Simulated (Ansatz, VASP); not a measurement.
## One calculation of Si, two programs

```xyz
6
Lattice="3.8424 0.0000 0.0000 0.0000 5.4340 0.0000 0.0000 0.0000 14.6831" Properties=species:S:1:pos:R:3 pbc="T T T"
Si    2.8818    0.6318    5.5000
Si    0.9606    4.8022    5.5000
Si    0.9606    3.3838    7.3416
Si    2.8818    2.0502    7.3416
Si    2.8818    0.6318    9.1831
Si    0.9606    4.8022    9.1831
```

Alike in both runs: task single point; functional PBEsol; k mesh 7 × 5 × 1; occupations fermi-dirac, width 0.02 eV; no spin polarisation.

|  | VASP | Ansatz |
| --- | --- | --- |
| version | VASP 6.6.1 | Ansatz 0.2.0 |
| potentials or method | VASP PAW PBE potentials, release 64 (Si), cutoff 520 eV | all-electron LAPW, scalar-relativistic |

Ansatz gave:

- rms of the force components (eV/Å): 0.002

Q: Which values does VASP return?

A: rms of the force components (eV/Å): 0.004.

VASP's potentials were made for PBE, not for PBEsol. Atom by atom the forces differ by 0.006 eV/Å (rms over components). Ansatz ran all-electron here, and VASP with PAW potentials. Ansatz's warnings: vacuum density over bound.
